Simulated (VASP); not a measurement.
Here is a VASP 6.6.1 calculation.

File INCAR:

```
SYSTEM = CuO
PREC = Accurate
ENCUT = 520
EDIFF = 1E-6
ISMEAR = 0
SIGMA = 0.05
LREAL = .False.
LASPH = .True.
NELM = 150
ALGO = Normal
ISIF = 2
LWAVE = .False.
LCHARG = .True.
ISPIN = 2
MAGMOM = 1 0
LORBIT = 11
LMAXMIX = 4
LDAU = .True.
LDAUTYPE = 2
LDAUL = 2 -1
LDAUU = 4 0
LDAUJ = 0 0
LDAUPRINT = 1
GGA = PS
LELF = .True.
LVHAR = .True.
NBANDS = 20
```

KPOINTS

```
regular mesh
0
Gamma
  7 7 7
  0 0 0
```

The input POSCAR:

```
CuO
1.0
    2.5525506100      0.0000000000      0.0000000000
    0.0000000000      2.5525506100      0.0000000000
    0.0000000000      0.0000000000      2.5525506100
Cu O
1 1
Direct
    0.0000000000      0.0000000000      0.0000000000
    0.5000000000      0.5000000000      0.5000000000
```

Potentials or basis: VASP PAW PBE potentials, release 64 (Cu, O).

Run with:

```bash
$ cat potpaw_PBE.64/Cu/POTCAR potpaw_PBE.64/O/POTCAR > POTCAR
$ mpirun -np 1 vasp_std > vasp.out
```

(1) What does it give for the pressure?

(2) Predict the site moments.

(3) Estimate the net moment.

## Answers

(1) 7.5 GPa.

(2) Cu +0.41; O +0.55 μB.

(3) 1.00 μB per cell.

Caveat: the PAW data sets were made with another functional, which shifts forces and pressure a little; a cell with one magnetic atom can't hold antiferromagnetic order, which such compounds often take.
